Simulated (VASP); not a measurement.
A run of VASP 6.6.1 is set up as follows.

File INCAR:

```
PREC = Accurate
ENCUT = 520
EDIFF = 1E-6
ISMEAR = -1
SIGMA = 0.02
LREAL = F
LASPH = T
NELM = 80
ALGO = Normal
ISIF = 2
LWAVE = F
LCHARG = F
NBANDS = 15
```

Contents of KPOINTS:

```
Automatic mesh
0
Gamma
  6 6 6
```

POSCAR

```
CaSe
1.0
    0.0000000000      2.8960130773      2.8960130773
    2.8960130773      0.0000000000      2.8960130773
    2.8960130773      2.8960130773      0.0000000000
Ca Se
1 1
Direct
    0.0000000000      0.0000000000      0.0000000000
    0.5000000000      0.5000000000      0.5000000000
```

Potentials or basis: VASP PAW LDA potentials, release 64 (Ca_sv, Se).

The run is started by

```sh
$ cat potpaw_LDA.64/Ca_sv/POTCAR potpaw_LDA.64/Se/POTCAR > POTCAR
$ mpirun -np 1 vasp_std > vasp.out
```

Q: What does it give for the pressure?

A: 0.3 GPa.

Q: What does it give for the band gap on the k mesh?

A: 1.70 eV (least direct gap 2.70 eV).

A k mesh can miss the band edges.
